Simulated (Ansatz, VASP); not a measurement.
Mg3Sc: VASP beside Ansatz

```
Mg Sc
1.0
     4.51314    0.00000    0.00000
     0.00000    4.51314    0.00000
     0.00000    0.00000    4.51314
Mg Sc
3 1
Cartesian
  2.2566 2.2566 0.0000
  0.0000 2.2566 2.2566
  2.2566 0.0000 2.2566
  0.0000 0.0000 0.0000
```

Alike in both runs: task single point; functional LDA; k mesh 5 × 5 × 5; occupations gaussian, width 0.05 eV; no spin polarisation.

```csv
,VASP,Ansatz
version,VASP 6.6.1,Ansatz 0.2.0
potentials or method,"VASP PAW LDA potentials, release 64 (Mg, Sc_sv), cutoff 520 eV","plane waves, PAW"
valence electrons in the cell,17,41
```

```tsv
	VASP	Ansatz	Ansatz less VASP
pressure (GPa)	-3.2	-2.9	+0.25
```

LDA's correlation is that of Perdew and Zunger in VASP and of Perdew and Wang (1992) in Ansatz. VASP's potentials hold 17 valence electrons a cell and Ansatz's 41, so a difference there can come from the potentials and not from the codes.
